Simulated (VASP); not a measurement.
# CdTe (F-43m) in VASP: G0W0 quasiparticle levels with PBE

Aim: the G0W0 quasiparticle levels of CdTe with PBE.

All numbers are computed with VASP 6.6.1; they aren't measurements. Logs are shortened: lines on timing, memory, paths and dates and some standing lists are left out, and cuts for length are marked.

### Step 1. The cell of the first run

The structure is cubic, space group F-43m (No. 216). Conventional cell: a = 6.564 Å, b = 6.564 Å, c = 6.564 Å, α = 90.00°, β = 90.00°, γ = 90.00°. Cd (site symmetry -43m) has 4 Te at 2.84 Å within 3.7 Å. Within 3.7 Å of Te (site symmetry -43m) lie 4 Cd at 2.84 Å.

### Step 2. G0W0 quasiparticle levels, PBE

The input, POSCAR:

```
CdTe
1.0
    0.0000000000      3.2821135562      3.2821135562
    3.2821135562      0.0000000000      3.2821135562
    3.2821135562      3.2821135562      0.0000000000
Cd Te
1 1
Direct
    0.0000000000      0.0000000000      0.0000000000
    0.2500000000      0.2500000000      0.2500000000
```

The input, INCAR.step1:

```
SYSTEM = CdTe
ALGO     = Normal         ! electronic algorithm
EDIFF    = 1E-8           ! SCF threshold, eV
ENCUT    = 500            ! plane-wave cutoff, eV
GGA      = PE             ! functional
ISMEAR   = 0              ! smearing method
LASPH    = .True.         ! aspherical terms in the spheres
LCHARG   = .False.        ! write CHGCAR
LREAL    = .False.        ! projectors in reciprocal space
LWAVE    = .True.         ! write WAVECAR
NELM     = 80             ! most SCF steps
PREC     = Accurate       ! precision mode
SIGMA    = 0.01           ! smearing width, eV
```

The input, INCAR.step2:

```
SYSTEM = CdTe
ALGO     = Exact          ! electronic algorithm
EDIFF    = 1E-8           ! SCF threshold, eV
ENCUT    = 500            ! plane-wave cutoff, eV
GGA      = PE             ! functional
ISMEAR   = 0              ! smearing method
ISTART   = 1            
LASPH    = .True.         ! aspherical terms in the spheres
LCHARG   = .False.        ! write CHGCAR
LOPTICS  = .True.         ! frequency-dependent dielectric function
LREAL    = .False.        ! projectors in reciprocal space
LWAVE    = .True.         ! write WAVECAR
NBANDS   = 304            ! bands
NELM     = 1              ! most SCF steps
PREC     = Accurate       ! precision mode
SIGMA    = 0.01           ! smearing width, eV
```

The input, INCAR.step3:

```
SYSTEM = CdTe
ALGO     = EVGW0          ! electronic algorithm
EDIFF    = 1E-8           ! SCF threshold, eV
ENCUT    = 500            ! plane-wave cutoff, eV
ENCUTGW  = 150.0          ! cutoff of the response function
GGA      = PE             ! functional
ISMEAR   = 0              ! smearing method
ISTART   = 1            
LASPH    = .True.         ! aspherical terms in the spheres
LCHARG   = .False.        ! write CHGCAR
LREAL    = .False.        ! projectors in reciprocal space
LWAVE    = .False.        ! write WAVECAR
NBANDS   = 304            ! bands
NBANDSGW = 17           
NELMGW   = 1            
NOMEGA   = 48             ! frequency points
PREC     = Accurate       ! precision mode
PRECFOCK = Fast         
SIGMA    = 0.01           ! smearing width, eV
```

The input, KPOINTS:

```
k-points
0
Gamma
  6 6 6
  0 0 0
```

Potentials or basis: VASP PAW PBE potentials, release 64 (Cd_GW, Te_GW).

Run with:

```bash
> cat potpaw_PBE.64/Cd_GW/POTCAR potpaw_PBE.64/Te_GW/POTCAR > POTCAR
> cp INCAR.step1 INCAR
> mpirun -np 1 vasp_std > vasp.out
> cp INCAR.step2 INCAR
> mpirun -np 1 vasp_std > vasp.out
> cp INCAR.step3 INCAR
> mpirun -np 1 vasp_std > vasp.out
```

OUTCAR:

```text
SYSTEM = CdTe
   EDIFF = 1E-8
   ENCUT = 500
   ENCUTGW = 150.0
   GGA = PE
   ISMEAR = 0
   ISTART = 1
   LASPH = .True.
   LREAL = .False.
   NELMGW = 1
   PREC = Accurate
   PRECFOCK = Fast

 ion  position               nearest neighbor table
   1  0.000  0.000  0.000-   2 2.84   2 2.84   2 2.84   2 2.84
   2  0.250  0.250  0.250-   1 2.84   1 2.84   1 2.84   1 2.84

  LATTYP: Found a face centered cubic cell.
 ALAT       =     6.5642271124

  Lattice vectors:

 A1 = (   0.0000000000,   3.2821135562,   3.2821135562)
 A2 = (   3.2821135562,   0.0000000000,   3.2821135562)
 A3 = (   3.2821135562,   3.2821135562,   0.0000000000)

Analysis of symmetry for initial positions (statically):
=====================================================================
 Subroutine PRICEL returns:
 Original cell was already a primitive cell.

 Routine SETGRP: Setting up the symmetry group for a
 face centered cubic supercell.

 Subroutine GETGRP returns: Found 24 space group operations
 (whereof 24 operations were pure point group operations)
 out of a pool of 48 trial point group operations.

The static configuration has the point symmetry T_d .

Analysis of symmetry for dynamics (positions and initial velocities):
=====================================================================
 Subroutine PRICEL returns:
 Original cell was already a primitive cell.

 Routine SETGRP: Setting up the symmetry group for a
 face centered cubic supercell.

 Subroutine GETGRP returns: Found 24 space group operations
 (whereof 24 operations were pure point group operations)
 out of a pool of 48 trial point group operations.

The dynamic configuration has the point symmetry T_d .

 Subroutine INISYM returns: Found 24 space group operations
 (whereof 24 operations are pure point group operations),
 and found     1 'primitive' translations

----------------------------------------------------------------------------------------

                                     Primitive cell

  volume of cell :      70.7116

  direct lattice vectors                    reciprocal lattice vectors
     0.000000000  3.282113556  3.282113556    -0.152340859  0.152340859  0.152340859
     3.282113556  0.000000000  3.282113556     0.152340859 -0.152340859  0.152340859
     3.282113556  3.282113556  0.000000000     0.152340859  0.152340859 -0.152340859

  length of vectors
     4.641609504  4.641609504  4.641609504     0.263862109  0.263862109  0.263862109

  position of ions in fractional coordinates (direct lattice)
     0.000000000  0.000000000  0.000000000
     0.250000000  0.250000000  0.250000000

  ion indices of the primitive-cell ions
   primitive index   ion index
                 1           1
                 2           2

----------------------------------------------------------------------------------------

 KPOINTS: k-points

Automatic generation of k-mesh.
 Grid dimensions read from file:
 generate k-points for:    6    6    6

 Generating k-lattice:

  Cartesian coordinates                     Fractional coordinates (reciprocal lattice)
    -0.025390143  0.025390143  0.025390143     0.166666667  0.000000000  0.000000000
     0.025390143 -0.025390143  0.025390143     0.000000000  0.166666667  0.000000000
     0.025390143  0.025390143 -0.025390143     0.000000000  0.000000000  0.166666667

  Length of vectors
     0.043977018  0.043977018  0.043977018

  Shift w.r.t. Gamma in fractional coordinates (k-lattice)
     0.000000000  0.000000000  0.000000000

 Subroutine IBZKPT returns following result:
 ===========================================

 Found     16 irreducible k-points:

 Following reciprocal coordinates:
            Coordinates               Weight
  0.000000  0.000000  0.000000      1.000000
  0.166667  0.000000  0.000000      8.000000
  0.333333  0.000000  0.000000      8.000000
  0.500000  0.000000  0.000000      4.000000
  0.166667  0.166667  0.000000      6.000000
  0.333333  0.166667  0.000000     24.000000
[... 8 lines left out ...]
 -0.333333  0.333333  0.166667     24.000000
 -0.333333  0.500000  0.166667     12.000000
   k-points           NKPTS =     16   k-points in BZ     NKDIM =    216   number of bands    NBANDS=    304
   number of dos      NEDOS =    301   number of ions     NIONS =      2
   total plane-waves  NPLWV =  46656
   dimension x,y,z NGX =    36 NGY =   36 NGZ =   36
   dimension x,y,z NGXF=    72 NGYF=   72 NGZF=   72
   ions per type =               1   1
   NGX,Y,Z   is equivalent  to a cutoff of  12.89, 12.89, 12.89 a.u.
   NGXF,Y,Z  is equivalent  to a cutoff of  25.79, 25.79, 25.79 a.u.
 SYSTEM =  CdTe
   PREC   = accura    normal or accurate (medium, high low for compatibility)
   ISTART =      1    job   : 0-new  1-cont  2-samecut
   ICHARG =      0    charge: 1-file 2-atom 10-const
   ISPIN  =      1    spin polarized calculation?
   LNONCOLLINEAR =      F non collinear calculations
   LSORBIT =      F    spin-orbit coupling
   LASPH  =      T    aspherical Exc in radial PAW
   ENCUT  =  500.0 eV  36.75 Ry    6.06 a.u.   8.46  8.46  8.46*2*pi/ulx,y,z
   NELM   =     60;   NELMIN=  2; NELMDL=  0     # of ELM steps
   EDIFF  = 0.1E-07   stopping-criterion for ELM
   LREAL  =      F    real-space projection
   EDIFFG = 0.1E-06   stopping-criterion for IOM
   NSW    =      0    number of steps for IOM
   IBRION =     -1    ionic relax: 0-MD 1-quasi-New 2-CG
   NFREE  =      0    steps in history (QN), initial steepest desc. (CG)
   ISIF   =      0    stress and relaxation
   ISYM   =      3    0-nonsym 1-usesym 2-fastsym
   POTIM  = 0.5000    time-step for ionic-motion
   TEBEG  =    0.0;   TEEND  =   0.0 temperature during run
   PSTRESS=    0.0 pullay stress
   NELECT =      18.0000    total number of electrons
   NUPDOWN=      -1.0000    fix difference up-down
   EMIN   =  10.00;   EMAX   =-10.00  energy-range for DOS
   EFERMI =   0.00;   METHOD = LEGACY
   ISMEAR =     0;   SIGMA  =   0.01  broadening in eV -4-tet -1-fermi 0-gaus
   EFERMI_NEDOS =   21; number of points for ismear=-14 and -15
   IALGO  =     38    algorithm
   IMIX   =      4    mixing-type and parameters
     AMIX     =   0.40;   BMIX     =  1.00
     AMIX_MAG =   1.60;   BMIX_MAG =  1.00
  volume/ion in A,a.u.               =      35.36       238.59
  Fermi-wavevector in a.u.,A,eV,Ry     =   1.037533  1.960654 14.646338  1.076475
  Thomas-Fermi vector in A             =   2.171976
   LORBIT       =      0    0 simple, 1 ext, 2 COOP (PROOUT), +10 PAW based schemes
   GGA     = PE    functional components
   LHFCALC =     T    Hartree Fock is set to
   PRECFOCK=fast      Normal, Fast or Accurate (Low or Medium for compatibility)
   ENCUT4O =  -1.0   cutoff for four orbital integrals eV
   NKREDX  =     1    reduce k-point grid by
   NKREDY  =     1    reduce k-point grid by
   NKREDZ  =     1    reduce k-point grid by
   AEXX    =    1.0000 exact exchange contribution
   HFSCREEN=    0.0000 screening length (either q_TF or 0.3 A-1)
   HFSCREENC=   0.0000 screening length for correlation (either q_TF or 0.3 A-1)
   ENCUTFOCK=  -1.0 apply spherical cutoff to Coloumb kernel
   IVDW    =     0    specifies the selected vdW correction
   LEPSILON=     F    determine dielectric tensor
   LRPA    =     F    only Hartree local field effects (RPA)
   LRPAFORCE           =     F    calculate RPA forces
   ENCUTGW             = 150.0    cutoff for response function in eV
   ENCUTGWSOFT         = 120.0    soft cutoff for Coulomb kernel in GW response function in eV
   ENCUTLF             =  -1.0    cutoff for local field effects
   NELMGW              =     1    number of iterations in solving QP/BSE equation
   NELMHF              =     1    number of iterations in the inner HF iteration
   NKREDLFX            =     1    NKREDLFY  =   1   NKREDLFZ  =   1
 non-spin polarized calculation
 Gauss-broadening in eV      SIGMA  =   0.01
  energy-cutoff  :      500.00
  volume of cell :       70.71
 maximum number of plane-waves:      1820
 NGX is ok and might be reduce to    36
  NGX = 20; NGY = 20; NGZ = 20
   NGX = 17   NGY = 17   NGZ = 17
 maximum number of plane-waves:       304

 QP shifts <psi_nk| G(iteration)W_0 |psi_nk>: iteration 1
 for sc-GW calculations column KS-energies equals QP-energies in previous step
 and V_xc(KS)=  KS-energies - (<T + V_ion + V_H > + <T+V_H+V_ion>^1  + <V_x>^1)

 k-point   1 :       0.0000    0.0000    0.0000
  band No.  KS-energies  QP-energies   sigma(KS)   V_xc(KS)     V^pw_x(r,r')   Z            occupation Imag(sigma)

      1      -8.0185      -8.4567     -11.6003     -10.8987     -17.1839       0.6246       2.0000       0.4368
      2      -5.2274      -7.1148     -18.0381     -15.2591     -22.9868       0.6792       2.0000      -0.0430
      3      -5.2274      -7.1148     -18.0381     -15.2591     -22.9868       0.6792       2.0000      -0.0430
      4      -5.2274      -7.1148     -18.0381     -15.2591     -22.9868       0.6792       2.0000      -0.0430
      5      -4.9945      -6.9497     -18.3587     -15.4966     -23.2244       0.6831       2.0000      -0.0910
      6      -4.9945      -6.9497     -18.3587     -15.4966     -23.2244       0.6831       2.0000      -0.0910
[... 9 lines left out ...]
     16      12.3340      12.3488      -8.7437      -8.7638      -3.8701       0.7379       0.0000      -0.3116
     17      13.0043      12.8264      -6.9009      -6.6592      -1.9034       0.7361       0.0000      -0.3327

 k-point   2 :       0.1667    0.0000    0.0000
  band No.  KS-energies  QP-energies   sigma(KS)   V_xc(KS)     V^pw_x(r,r')   Z            occupation Imag(sigma)

      1      -7.9273      -8.3878     -11.7745     -11.0387     -17.3055       0.6259       2.0000       0.4220
      2      -5.2108      -7.1010     -18.0659     -15.2827     -23.0129       0.6791       2.0000      -0.0444
      3      -5.2108      -7.1010     -18.0659     -15.2827     -23.0129       0.6791       2.0000      -0.0444
      4      -5.1477      -7.0147     -17.9075     -15.1675     -22.8302       0.6814       2.0000      -0.0356
      5      -4.9954      -6.9478     -18.3550     -15.4942     -23.2228       0.6825       2.0000      -0.0908
      6      -4.9954      -6.9478     -18.3550     -15.4942     -23.2228       0.6825       2.0000      -0.0908
[... 9 lines left out ...]
     16      11.4459      11.3663      -7.9721      -7.8650      -3.2937       0.7438       0.0000      -0.2644
     17      12.6659      12.4699      -7.1256      -6.8615      -2.1082       0.7421       0.0000      -0.3325

 k-point   3 :       0.3333    0.0000    0.0000
  band No.  KS-energies  QP-energies   sigma(KS)   V_xc(KS)     V^pw_x(r,r')   Z            occupation Imag(sigma)
[... 253 lines left out ...]
      1      -7.5752      -8.1797     -12.7253     -11.7841     -18.0726       0.6423       2.0000       0.3430
      2      -5.1350      -7.0515     -18.1828     -15.3729     -23.1123       0.6820       2.0000      -0.0544
      3      -5.1220      -7.0328     -18.1987     -15.3945     -23.1330       0.6814       2.0000      -0.0525
      4      -5.0155      -6.9607     -18.3169     -15.4633     -23.1942       0.6817       2.0000      -0.0852
      5      -4.9911      -6.9383     -18.3514     -15.4955     -23.2271       0.6818       2.0000      -0.0892
      6      -4.5339      -6.2622     -17.6631     -15.1472     -22.4219       0.6869       2.0000      -0.0294
[... 9 lines left out ...]
     16      14.0973      14.1876      -9.1319      -9.2534      -3.6569       0.7432       0.0000      -0.5474
     17      14.4742      14.3749      -7.7812      -7.6472      -2.4093       0.7404       0.0000      -0.4803

 k-point  16 :      -0.3333    0.5000    0.1667
  band No.  KS-energies  QP-energies   sigma(KS)   V_xc(KS)     V^pw_x(r,r')   Z            occupation Imag(sigma)

      1      -7.5479      -8.1684     -12.8148     -11.8525     -18.1490       0.6448       2.0000       0.3377
      2      -5.1093      -7.0283     -18.2169     -15.4046     -23.1447       0.6824       2.0000      -0.0560
      3      -5.1093      -7.0283     -18.2169     -15.4046     -23.1447       0.6824       2.0000      -0.0560
      4      -5.0360      -6.9731     -18.2805     -15.4362     -23.1642       0.6810       2.0000      -0.0794
      5      -4.9825      -6.9348     -18.3678     -15.5100     -23.2437       0.6832       2.0000      -0.0903
      6      -4.4913      -6.1990     -17.6003     -15.1139     -22.3439       0.6868       2.0000      -0.0287
[... 9 lines left out ...]
     16      14.1805      14.0664      -8.1229      -7.9685      -2.8275       0.7389       0.0000      -0.4855
     17      14.2866      14.4006      -8.7470      -8.9009      -3.3087       0.7411       0.0000      -0.5104
```

It took 1.9 h on 1 thread of Intel Xeon 8259CL, shared host; peak memory 2.5 GiB.

What came out:

* Quasiparticle gap: 1.37 eV
* Least direct quasiparticle gap: 1.37 eV
* Band gap of the starting levels on the mesh: 0.65 eV
* Least direct gap of the starting levels on the mesh: 0.65 eV

Caveat: bands, screening cutoff and mesh are small and nothing is extrapolated, so the quasiparticle values aren't converged; spin-orbit coupling is left out, which moves the levels of the heavy elements.
